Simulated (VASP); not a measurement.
Here is a VASP 6.6.1 calculation.

POSCAR

```
GePbS2
1.0
    1.9102758368      1.1028982686      6.8986870895
   -1.9102758368      1.1028982686      6.8986870895
    0.0000000000     -2.2057965372      6.8986870895
Ge Pb S
1 1 2
Direct
    1.0000000000      0.0000000000      0.0000000000
    0.5000000000      0.5000000000      0.5000000000
    0.2598521957      0.2598521957      0.2598521957
    0.7401478043      0.7401478043      0.7401478043
```

Contents of INCAR.step1:

```
SYSTEM = GePbS2
ALGO     = Normal         ! electronic algorithm
EDIFF    = 1E-4           ! SCF threshold, eV
ENCUT    = 520            ! plane-wave cutoff, eV
GGA      = PE             ! functional
ISMEAR   = -1             ! smearing method
LASPH    = .TRUE.         ! aspherical terms in the spheres
LCHARG   = .FALSE.        ! write CHGCAR
LREAL    = .FALSE.        ! projectors in reciprocal space
LWAVE    = .TRUE.         ! write WAVECAR
NBANDS   = 28             ! bands
NELM     = 100            ! most SCF steps
PREC     = Accurate       ! precision mode
SIGMA    = 0.02           ! smearing width, eV
```

Contents of INCAR.step2:

```
SYSTEM = GePbS2
ALGO     = Normal         ! electronic algorithm
EDIFF    = 1E-6           ! SCF threshold, eV
ENCUT    = 520            ! plane-wave cutoff, eV
ISIF     = 2              ! what is computed and relaxed
ISMEAR   = -1             ! smearing method
ISTART   = 1            
LASPH    = .TRUE.         ! aspherical terms in the spheres
LCHARG   = .TRUE.         ! write CHGCAR
LELF     = .TRUE.         ! ELF
LMIXTAU  = .TRUE.       
LREAL    = .FALSE.        ! projectors in reciprocal space
LVHAR    = .TRUE.       
LWAVE    = .FALSE.        ! write WAVECAR
METAGGA  = R2SCAN         ! meta-GGA
NBANDS   = 28             ! bands
NELM     = 100            ! most SCF steps
PREC     = Accurate       ! precision mode
SIGMA    = 0.02           ! smearing width, eV
```

The input KPOINTS:

```
k-points
0
G
  8 8 8
  0 0 0
```

Potentials or basis: VASP PAW PBE potentials, release 64 (Ge_d, Pb_d, S).

Command:

```console
$ cat potpaw_PBE.64/Ge_d/POTCAR potpaw_PBE.64/Pb_d/POTCAR potpaw_PBE.64/S/POTCAR > POTCAR
$ cp INCAR.step1 INCAR
$ mpirun -np 1 vasp_std > vasp.out
$ cp INCAR.step2 INCAR
$ mpirun -np 1 vasp_std > vasp.out
```

Task: Estimate the largest force.

Result: 0.010 eV/Å.

Task: Predict the band gap on the k mesh.

Result: Zero (bands 20 and 21 overlap by 0.54 eV).

Forces in eV/Å, atoms in the order of the input:
```
Ge   0.000  0.000  0.000
Pb   0.000  0.000  0.000
S    0.000  0.000  0.010
S    0.000  0.000 -0.010
```

Caveat: the cell differs from its parent crystal (epitaxial xy strain -4.7%); the PAW data sets were made with another functional, which shifts forces and pressure a little; spin-orbit coupling is left out, which moves the levels of the heavy elements.
